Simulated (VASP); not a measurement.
# GaAs (F-43m) in VASP: further runs

Runs on GaAs. Level: PBEsol. Tasks: single point, relaxation of cell and atoms.

Program: VASP 6.6.1. These are calculated values, not measurements. Logs are shortened: lines on timing, memory, paths and dates and some standing lists are left out, and cuts for length are marked.

## 1. The cell of the first run

The structure is cubic, space group F-43m (No. 216). Conventional cell: a = 5.716 Å, b = 5.716 Å, c = 5.716 Å, α = 90.00°, β = 90.00°, γ = 90.00°. Within 3.3 Å of Ga (site symmetry -43m) lie 4 As at 2.48 Å. Within 3.3 Å of As (site symmetry -43m) lie 4 Ga at 2.48 Å.

## 2. Single point, PBEsol

INCAR reads:

```
  PREC = Accurate
  ENCUT = 520
  EDIFF = 1E-7
  ISMEAR = 0
  SIGMA = 0.01
  LREAL = F
  LASPH = T
  NELM = 80
  ALGO = Normal
  ISIF = 2
  LWAVE = F
  LCHARG = F
  GGA = PS
  NBANDS = 16
```

KPOINTS reads:

```
Automatic mesh
0
Gamma
  8 8 8
```

POSCAR reads:

```
GaAs
1.0
    2.8581826246      2.8581826246      0.0000000000
   -2.8581826246      2.8581826246      0.0000000000
    0.0000000000      2.8581826246      2.8581826246
Ga As
1 1
Direct
    0.0000000000      0.0000000000      0.0000000000
    0.7500000000      0.2500000000      0.5000000000
```

Potentials or basis: VASP PAW PBE potentials, release 64 (Ga_d, As).

On the command line:

```
cat potpaw_PBE.64/Ga_d/POTCAR potpaw_PBE.64/As/POTCAR > POTCAR
mpirun -np 1 vasp_std > vasp.out
```

OUTCAR:

```text
PREC = Accurate
   ENCUT = 520
   EDIFF = 1E-7
   ISMEAR = 0
   LREAL = F
   LASPH = T
   NELM = 80
   ISIF = 2
   GGA = PS

 ion  position               nearest neighbor table
   1  0.000  0.000  0.000-   2 2.48   2 2.48   2 2.48   2 2.48
   2  0.750  0.250  0.500-   1 2.48   1 2.48   1 2.48   1 2.48

  LATTYP: Found a face centered cubic cell.
 ALAT       =     5.7163652492

  Lattice vectors:

 A1 = (   0.0000000000,   2.8581826246,   2.8581826246)
 A2 = (   2.8581826246,   0.0000000000,   2.8581826246)
 A3 = (   2.8581826246,   2.8581826246,   0.0000000000)

Analysis of symmetry for initial positions (statically):
=====================================================================
 Subroutine PRICEL returns:
 Original cell was already a primitive cell.

 Routine SETGRP: Setting up the symmetry group for a
 face centered cubic supercell.

 Subroutine GETGRP returns: Found 24 space group operations
 (whereof 24 operations were pure point group operations)
 out of a pool of 48 trial point group operations.

The static configuration has the point symmetry T_d .

Analysis of symmetry for dynamics (positions and initial velocities):
=====================================================================
 Subroutine PRICEL returns:
 Original cell was already a primitive cell.

 Routine SETGRP: Setting up the symmetry group for a
 face centered cubic supercell.

 Subroutine GETGRP returns: Found 24 space group operations
 (whereof 24 operations were pure point group operations)
 out of a pool of 48 trial point group operations.

The dynamic configuration has the point symmetry T_d .

 Subroutine INISYM returns: Found 24 space group operations
 (whereof 24 operations are pure point group operations),
 and found     1 'primitive' translations

----------------------------------------------------------------------------------------

                                     Primitive cell

  volume of cell :      46.6982

  direct lattice vectors                    reciprocal lattice vectors
     2.858182625  2.858182625  0.000000000     0.174936337  0.174936337 -0.174936337
    -2.858182625  2.858182625  0.000000000    -0.174936337  0.174936337 -0.174936337
     0.000000000  2.858182625  2.858182625     0.000000000  0.000000000  0.349872675

  length of vectors
     4.042080631  4.042080631  4.042080631     0.302998624  0.302998624  0.349872675

  position of ions in fractional coordinates (direct lattice)
     0.000000000  0.000000000  0.000000000
     0.750000000  0.250000000  0.500000000

  ion indices of the primitive-cell ions
   primitive index   ion index
                 1           1
                 2           2

----------------------------------------------------------------------------------------

 KPOINTS: Automatic mesh

Automatic generation of k-mesh.
 Grid dimensions read from file:
 generate k-points for:    8    8    8

 Generating k-lattice:

  Cartesian coordinates                     Fractional coordinates (reciprocal lattice)
     0.021867042  0.021867042 -0.021867042     0.125000000  0.000000000  0.000000000
    -0.021867042  0.021867042 -0.021867042     0.000000000  0.125000000  0.000000000
     0.000000000  0.000000000  0.043734084     0.000000000  0.000000000  0.125000000

  Length of vectors
     0.037874828  0.037874828  0.043734084

  Shift w.r.t. Gamma in fractional coordinates (k-lattice)
     0.000000000  0.000000000  0.000000000

 Subroutine IBZKPT returns following result:
 ===========================================

 Found     29 irreducible k-points:

 Following reciprocal coordinates:
            Coordinates               Weight
  0.000000  0.000000  0.000000      1.000000
  0.125000  0.000000  0.000000      8.000000
  0.250000  0.000000  0.000000      8.000000
  0.375000  0.000000  0.000000      8.000000
  0.500000  0.000000  0.000000      4.000000
  0.125000  0.125000  0.000000     12.000000
[... 16 lines left out ...]
  0.375000  0.250000  0.125000     48.000000
  0.500000  0.250000  0.125000     24.000000
 [... further k-points ...]
   k-points           NKPTS =     29   k-points in BZ     NKDIM =     29   number of bands    NBANDS=     16
   number of dos      NEDOS =    301   number of ions     NIONS =      2
   total plane-waves  NPLWV =  27000
   dimension x,y,z NGX =    30 NGY =   30 NGZ =   30
   dimension x,y,z NGXF=    60 NGYF=   60 NGZF=   60
   ions per type =               1   1
   NGX,Y,Z   is equivalent  to a cutoff of  12.34, 12.34, 12.34 a.u.
   NGXF,Y,Z  is equivalent  to a cutoff of  24.68, 24.68, 24.68 a.u.
 SYSTEM =  unknown system
   PREC   = accura    normal or accurate (medium, high low for compatibility)
   ISTART =      0    job   : 0-new  1-cont  2-samecut
   ICHARG =      2    charge: 1-file 2-atom 10-const
   ISPIN  =      1    spin polarized calculation?
   LNONCOLLINEAR =      F non collinear calculations
   LSORBIT =      F    spin-orbit coupling
   LASPH  =      T    aspherical Exc in radial PAW
   ENCUT  =  520.0 eV  38.22 Ry    6.18 a.u.   7.52  7.52  7.52*2*pi/ulx,y,z
   NELM   =     80;   NELMIN=  2; NELMDL= -5     # of ELM steps
   EDIFF  = 0.1E-06   stopping-criterion for ELM
   LREAL  =      F    real-space projection
   EDIFFG = 0.1E-05   stopping-criterion for IOM
   NSW    =      0    number of steps for IOM
   IBRION =     -1    ionic relax: 0-MD 1-quasi-New 2-CG
   NFREE  =      0    steps in history (QN), initial steepest desc. (CG)
   ISIF   =      2    stress and relaxation
   ISYM   =      2    0-nonsym 1-usesym 2-fastsym
   POTIM  = 0.5000    time-step for ionic-motion
   TEBEG  =    0.0;   TEEND  =   0.0 temperature during run
   PSTRESS=    0.0 pullay stress
   NELECT =      18.0000    total number of electrons
   NUPDOWN=      -1.0000    fix difference up-down
   EMIN   =  10.00;   EMAX   =-10.00  energy-range for DOS
   EFERMI =   0.00;   METHOD = LEGACY
   ISMEAR =     0;   SIGMA  =   0.01  broadening in eV -4-tet -1-fermi 0-gaus
   EFERMI_NEDOS =   21; number of points for ismear=-14 and -15
   IALGO  =     38    algorithm
   IMIX   =      4    mixing-type and parameters
     AMIX     =   0.40;   BMIX     =  1.00
     AMIX_MAG =   1.60;   BMIX_MAG =  1.00
  volume/ion in A,a.u.               =      23.35       157.57
  Fermi-wavevector in a.u.,A,eV,Ry     =   1.191422  2.251462 19.313292  1.419487
  Thomas-Fermi vector in A             =   2.327484
   LORBIT       =      0    0 simple, 1 ext, 2 COOP (PROOUT), +10 PAW based schemes
   GGA     = PS    functional components
   LHFCALC =     F    Hartree Fock is set to
   AEXX    =    0.0000 exact exchange contribution
   IVDW    =     0    specifies the selected vdW correction
   LEPSILON=     F    determine dielectric tensor
   LRPA    =     F    only Hartree local field effects (RPA)
 non-spin polarized calculation
 Gauss-broadening in eV      SIGMA  =   0.01
  energy-cutoff  :      520.00
  volume of cell :       46.70
 maximum number of plane-waves:      1283
   NGX = 15   NGY = 15   NGZ = 15

 number of electron      17.9999983 magnetization

 Free energy of the ion-electron system (eV)
  ---------------------------------------------------
  ext. energy  EPLUGINS =         0.00000000
  ---------------------------------------------------
  free energy    TOTEN  =        -9.07991740 eV

  energy without entropy =       -9.07991740  energy(sigma->0) =       -9.07991740

 E-fermi :   3.5536     XC(G=0):  -9.6250

 val. band max:        3.5014479345   @ k =   0.0000   0.0000   0.0000
 cond. band min:       3.7125081839   @ k =   0.0000   0.0000   0.0000
 fundamental gap:      0.2110602495
 Fermi energy:         3.5535910145

 k-point     1 :       0.0000    0.0000    0.0000
  band No.  band energies     occupation
      1     -11.2189      2.00000
      2     -11.2189      2.00000
      3     -11.2189      2.00000
      4     -11.1467      2.00000
      5     -11.1467      2.00000
      6      -9.0177      2.00000
[... 8 lines left out ...]
     15      13.5261      0.00000
     16      13.5261      0.00000

 k-point     2 :       0.1250    0.0000    0.0000
  band No.  band energies     occupation
      1     -11.2307      2.00000
      2     -11.2157      2.00000
      3     -11.2157      2.00000
      4     -11.1469      2.00000
      5     -11.1469      2.00000
      6      -8.8430      2.00000
[... 8 lines left out ...]
     15      12.6646      0.00000
     16      12.6646      0.00000

 k-point     3 :       0.2500    0.0000    0.0000
  band No.  band energies     occupation
      1     -11.2568      2.00000
      2     -11.2087      2.00000
      3     -11.2087      2.00000
      4     -11.1464      2.00000
      5     -11.1464      2.00000
      6      -8.3554      2.00000
[... 8 lines left out ...]
     15      12.4166      0.00000
     16      12.4166      0.00000

 k-point     4 :       0.3750    0.0000    0.0000
  band No.  band energies     occupation
      1     -11.2805      2.00000
      2     -11.2032      2.00000
      3     -11.2032      2.00000
      4     -11.1446      2.00000
      5     -11.1446      2.00000
      6      -7.7062      2.00000
[... 8 lines left out ...]
     15      13.5379      0.00000
     16      13.5379      0.00000
[... 324 lines left out ...]
 k-point    22 :       0.2500    0.2500    0.1250
  band No.  band energies     occupation
      1     -11.2771      2.00000
      2     -11.2004      2.00000
      3     -11.1979      2.00000
      4     -11.1538      2.00000
      5     -11.1421      2.00000
      6      -7.9446      2.00000
[... 8 lines left out ...]
     15      14.1982      0.00000
     16      14.6123      0.00000

 k-point    23 :       0.3750    0.2500    0.1250
  band No.  band energies     occupation
      1     -11.2921      2.00000
      2     -11.1972      2.00000
      3     -11.1919      2.00000
      4     -11.1527      2.00000
      5     -11.1424      2.00000
      6      -7.3455      2.00000
[... 8 lines left out ...]
     15      14.0809      0.00000
     16      15.4833      0.00000

 k-point    24 :       0.5000    0.2500    0.1250
  band No.  band energies     occupation
      1     -11.2977      2.00000
      2     -11.1966      2.00000
      3     -11.1896      2.00000
      4     -11.1506      2.00000
      5     -11.1435      2.00000
      6      -7.0151      2.00000
[... 8 lines left out ...]
     15      14.8753      0.00000
     16      15.3523      0.00000

 [... further k-points ...]

------------------------ aborting loop because EDIFF is reached ----------------------------------------

  FORCE on cell =-STRESS in cart. coord.  units (eV):
  Direction    XX          YY          ZZ          XY          YZ          ZX
  --------------------------------------------------------------------------------------
  -------------------------------------------------------------------------------------
  Total       -0.5372120     -0.5372120     -0.5372120      0.0000000     -0.0000000      0.0000000
  in kB      -18.4313171    -18.4313171    -18.4313171      0.0000000     -0.0000000      0.0000000
  external PRESSURE =     -18.4313171 kB  Pullay stress =       0.0000000 kB

 VOLUME and BASIS-vectors are now :
 -----------------------------------------------------------------------------
  energy-cutoff  :      520.00
  volume of cell :       46.70
      direct lattice vectors                 reciprocal lattice vectors
     2.858182625  2.858182625  0.000000000     0.174936337  0.174936337 -0.174936337
    -2.858182625  2.858182625  0.000000000    -0.174936337  0.174936337 -0.174936337
     0.000000000  2.858182625  2.858182625     0.000000000  0.000000000  0.349872675

 POSITION                                       TOTAL-FORCE (eV/Angst)
 -----------------------------------------------------------------------------------
      0.00000      0.00000      0.00000        -0.000000      0.000000      0.000000
      1.42909      4.28727      1.42909         0.000000     -0.000000     -0.000000
 -----------------------------------------------------------------------------------
    total drift:                               -0.000000      0.000000     -0.000000

  FREE ENERGIE OF THE ION-ELECTRON SYSTEM (eV)
  ---------------------------------------------------
  free  energy   TOTEN  =        -9.0799174016 eV

  energy  without entropy=       -9.0799174016  energy(sigma->0) =       -9.07991740
```

Run time: 10 s. Hardware: 1 thread of Intel Xeon 6975P-C (Granite Rapids), shared host; peak memory 0.17 GiB.

What came out:

```
Free energy            : -9.0799 eV
Pressure               : -1.8 GPa
Band gap on the k mesh : 0.21 eV
```

Caveat: the PAW data sets were made with another functional, which shifts forces and pressure a little.

(Continued in part 2 of 3.)
